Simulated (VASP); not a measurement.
# Mg2BeSeO2 (P-4m2) in VASP: a series of runs, part 2 of 2

VASP 6.6.1. Earlier steps stand in the parts before.

### Step 3. Single point, PBE, collinear spin, ferromagnetic start

This run uses another cell than the first one, of the same volume but with other edges.

Input file INCAR:

```
ALGO     = Normal         # electronic algorithm
EDIFF    = 1E-6           # SCF threshold, eV
ENCUT    = 520            # plane-wave cutoff, eV
GGA      = PE             # functional
ISIF     = 2              # what is computed and relaxed
ISMEAR   = 0              # smearing method
ISPIN    = 2              # spin polarisation
LASPH    = True           # aspherical terms in the spheres
LCHARG   = False          # write CHGCAR
LORBIT   = 11             # projections on sites
LREAL    = False          # projectors in reciprocal space
LWAVE    = False          # write WAVECAR
MAGMOM   = 0 0 0 0 1 1    # initial moments
NBANDS   = 25             # bands
NELM     = 150            # most SCF steps
PREC     = Accurate       # precision mode
SIGMA    = 0.1            # smearing width, eV
```

Input file KPOINTS:

```
k-points
0
Gamma
  4 4 4
```

Input file POSCAR:

```
Mg2BeSeO2
1.0
    3.8386851800      0.0000000000      0.0000000000
    0.0000000000      3.8386851800      0.0000000000
    0.0000000000      0.0000000000      6.4066854700
Mg Be Se O
2 1 1 2
Direct
    0.5000000000      0.0000000000      0.8291289800
    0.0000000000      0.5000000000      0.1708710200
    0.5000000000      0.5000000000      0.0000000000
    0.0000000000      0.0000000000      0.0000000000
    0.5000000000      0.0000000000      0.3182089900
    0.0000000000      0.5000000000      0.6817910100
```

Potentials or basis: VASP PAW PBE potentials, release 64 (Mg, Be, Se, O).

Launch:

```sh
cat potpaw_PBE.64/Mg/POTCAR potpaw_PBE.64/Be/POTCAR potpaw_PBE.64/Se/POTCAR potpaw_PBE.64/O/POTCAR > POTCAR
mpirun -np 1 vasp_std > vasp.out
```

OUTCAR:

```text
EDIFF = 1E-6
   ENCUT = 520
   GGA = PE
   ISIF = 2
   ISMEAR = 0
   ISPIN = 2
   LASPH = True
   LORBIT = 11
   LREAL = False
   NELM = 150
   PREC = Accurate

 ion  position               nearest neighbor table
   1  0.500  0.000  0.829-   3 2.21   4 2.21   3 2.21   4 2.21   2 3.49   2 3.49   2 3.49   2 3.49

   2  0.000  0.500  0.171-   3 2.21   4 2.21   4 2.21   3 2.21   1 3.49   1 3.49   1 3.49   1 3.49

   3  0.500  0.500  0.000-   1 2.21   2 2.21   1 2.21   2 2.21
   4  0.000  0.000  0.000-   1 2.21   2 2.21   2 2.21   1 2.21
   5  0.500  0.000  0.318-
   6  0.000  0.500  0.682-

  LATTYP: Found a simple tetragonal cell.
 ALAT       =     3.8386851800
 C/A-ratio  =     1.6689791347

  Lattice vectors:

 A1 = (   3.8386851800,   0.0000000000,   0.0000000000)
 A2 = (   0.0000000000,   3.8386851800,   0.0000000000)
 A3 = (   0.0000000000,   0.0000000000,   6.4066854700)

Analysis of symmetry for initial positions (statically):
=====================================================================
 Subroutine PRICEL returns:
 Original cell was already a primitive cell.

 Routine SETGRP: Setting up the symmetry group for a
 simple tetragonal supercell.

 Subroutine GETGRP returns: Found  8 space group operations
 (whereof  8 operations were pure point group operations)
 out of a pool of 16 trial point group operations.

The static configuration has the point symmetry D_2d.

Analysis of symmetry for dynamics (positions and initial velocities):
=====================================================================
 Subroutine PRICEL returns:
 Original cell was already a primitive cell.

 Routine SETGRP: Setting up the symmetry group for a
 simple tetragonal supercell.

 Subroutine GETGRP returns: Found  8 space group operations
 (whereof  8 operations were pure point group operations)
 out of a pool of 16 trial point group operations.

The dynamic configuration has the point symmetry D_2d.

[... 167 lines left out ...]
 Fermi energy:         2.1539479757

 spin component 1

 k-point     1 :       0.0000    0.0000    0.0000
  band No.  band energies     occupation
      1     -14.4914      1.00000
      2     -13.9918      1.00000
      3     -12.4151      1.00000
      4      -2.7188      1.00000
      5      -2.7188      1.00000
      6      -2.6566      1.00000
[... 475 lines left out ...]
     23      12.2224      0.00000
     24      12.2224      0.00000
 Fermi energy:         2.1539479757

 spin component 2

 k-point     1 :       0.0000    0.0000    0.0000
  band No.  band energies     occupation
      1     -13.8276      1.00000
      2     -13.0171      1.00000
      3     -11.9905      1.00000
      4      -2.6008      1.00000
      5      -2.6008      1.00000
      6      -2.4280      1.00000
[... 475 lines left out ...]
     23      12.3751      0.00000
     24      12.3751      0.00000
 [bands above 24 left out]

------------------------ aborting loop because EDIFF is reached ----------------------------------------

  FORCE on cell =-STRESS in cart. coord.  units (eV):
  Direction    XX          YY          ZZ          XY          YZ          ZX
  --------------------------------------------------------------------------------------
  -------------------------------------------------------------------------------------
  Total       11.9202769     11.9202769      8.2313372      0.0000000      0.0000000      0.0000000
  in kB      202.3012330    202.3012330    139.6955525      0.0000000      0.0000000      0.0000000
  external PRESSURE =     181.4326728 kB  Pullay stress =       0.0000000 kB

 VOLUME and BASIS-vectors are now :
 -----------------------------------------------------------------------------
  energy-cutoff  :      520.00
  volume of cell :       94.41
      direct lattice vectors                 reciprocal lattice vectors
     3.838685180  0.000000000  0.000000000     0.260505864  0.000000000  0.000000000
     0.000000000  3.838685180  0.000000000     0.000000000  0.260505864  0.000000000
     0.000000000  0.000000000  6.406685470     0.000000000  0.000000000  0.156086951

 POSITION                                       TOTAL-FORCE (eV/Angst)
 -----------------------------------------------------------------------------------
      1.91934      0.00000      5.31197        -0.000000      0.000000     -7.672563
      0.00000      1.91934      1.09472        -0.000000      0.000000      7.672563
      1.91934      1.91934      0.00000        -0.000000     -0.000000      0.000000
      0.00000      0.00000      0.00000        -0.000000      0.000000      0.000000
      1.91934      0.00000      2.03866         0.000000      0.000000     -0.876993
      0.00000      1.91934      4.36802        -0.000000      0.000000      0.876993
 -----------------------------------------------------------------------------------
    total drift:                                0.000000      0.000000      0.000000

  FREE ENERGIE OF THE ION-ELECTRON SYSTEM (eV)
  ---------------------------------------------------
  free  energy   TOTEN  =       -14.7404114997 eV

  energy  without entropy=      -14.7163896025  energy(sigma->0) =      -14.72840055

 total charge

# of ion       s       p       d       tot
------------------------------------------
    1        0.217   0.200   0.063   0.481
    2        0.217   0.200   0.063   0.481
    3        0.542   0.466   0.000   1.008
    4        1.509   2.540   0.091   4.140
    5        1.596   3.147   0.000   4.743
    6        1.596   3.147   0.000   4.743
--------------------------------------------------
tot          5.677   9.701   0.218  15.595

 magnetization (x)

# of ion       s       p       d       tot
------------------------------------------
    1       -0.000   0.004   0.003   0.007
    2       -0.000   0.004   0.003   0.007
    3        0.066  -0.006   0.000   0.059
    4        0.000   0.094   0.005   0.099
    5        0.006   0.514   0.000   0.521
    6        0.006   0.514   0.000   0.521
--------------------------------------------------
tot          0.078   1.125   0.010   1.214
```

Run time: 63 s. Hardware: 1 thread of Intel Xeon Platinum 8559C (Emerald Rapids), shared host; peak memory 0.26 GiB.

Results:

| Quantity | Value |
| --- | --- |
| Free energy | -14.7404 eV |
| Pressure | 18.1 GPa |
| Largest force | 7.673 eV/Å |
| Net moment | 1.44 μB per cell |
| Site moments | Mg +0.01; Be +0.06; Se +0.10; O +0.52 μB |
| Valence electrons inside the program's atomic spheres | Mg 0.48; Be 1.01; Se 4.14; O 4.74 |

Forces in eV/Å, atoms in the order of the input:
```
Mg   0.000  0.000 -7.673
Mg   0.000  0.000  7.673
Be   0.000  0.000  0.000
Se   0.000  0.000  0.000
O    0.000  0.000 -0.877
O    0.000  0.000  0.877
```

Stress tensor (GPa, compression positive):
```
20.23  0.00  0.00
 0.00 20.23  0.00
 0.00  0.00 13.97
```

Caveat: the k points lie up to 0.41 Å⁻¹ apart; forces of over 1 eV/Å act on the atoms, so gaps and moduli don't describe the material at rest.
